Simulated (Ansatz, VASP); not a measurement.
## Pb in VASP and in Ansatz

```
CELL_PARAMETERS angstrom
0.00000 2.43979 2.43979
2.43979 0.00000 2.43979
2.43979 2.43979 0.00000
ATOMIC_POSITIONS crystal
Pb 0.00000 0.00000 0.00000
```

Alike in both runs: functional LDA; k mesh 15 × 15 × 15; occupations fermi-dirac, width 0.05 eV; no spin polarisation.

Ansatz relaxed the structure, and its values are those at the end. VASP's run is a single point on that final structure, the one shown.

|  | VASP | Ansatz |
| --- | --- | --- |
| version | VASP 6.6.1 | Ansatz 0.2.0 |
| potentials or method | VASP PAW LDA potentials, release 64 (Pb_d), cutoff 520 eV | all-electron LAPW, scalar-relativistic |

```tsv
	VASP	Ansatz	Ansatz less VASP
pressure (GPa)	0.0	0.0	-0.05
```

LDA's correlation is that of Perdew and Zunger in VASP and of Perdew and Wang (1992) in Ansatz. Ansatz ran all-electron here, and VASP with PAW potentials.

Neither program's run includes spin-orbit coupling.
